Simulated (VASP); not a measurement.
A run of VASP 6.6.1:

File INCAR:

```
PREC = Accurate
ENCUT = 520
EDIFF = 1E-6
ISMEAR = 0
SIGMA = 0.1
LREAL = F
LASPH = T
NELM = 80
ALGO = Fast
ISIF = 2
LWAVE = F
LCHARG = T
GGA = PE
LELF = T
LVHAR = T
NBANDS = 21
```

The input KPOINTS:

```
regular mesh
0
Gamma
  6 6 4
```

File POSCAR:

```
Pb
1.0
    3.0386068135     -1.7503199600      0.0000000000
    3.0386068135      1.7503199600      0.0000000000
   -2.1154626375      0.0000000000      6.0952248674
Pb
2
Direct
    0.0914915900      0.0914915900      0.2737078000
    0.9085084100      0.9085084100      0.7262922000
```

Potentials or basis: VASP PAW PBE potentials, release 64 (Pb_d).

Launch:

```sh
$ cat potpaw_PBE.64/Pb_d/POTCAR > POTCAR
$ mpirun -np 1 vasp_std > vasp.out
```

Hardware: 1 thread of AMD EPYC 7R13 (shared host).

Problem. How long does it take, and how much memory?

Solution. Wall time 2 min on 1 thread of AMD EPYC 7R13, with other jobs on the host, peak memory 0.18 GiB. Counts: scf iterations 13, k points 47.
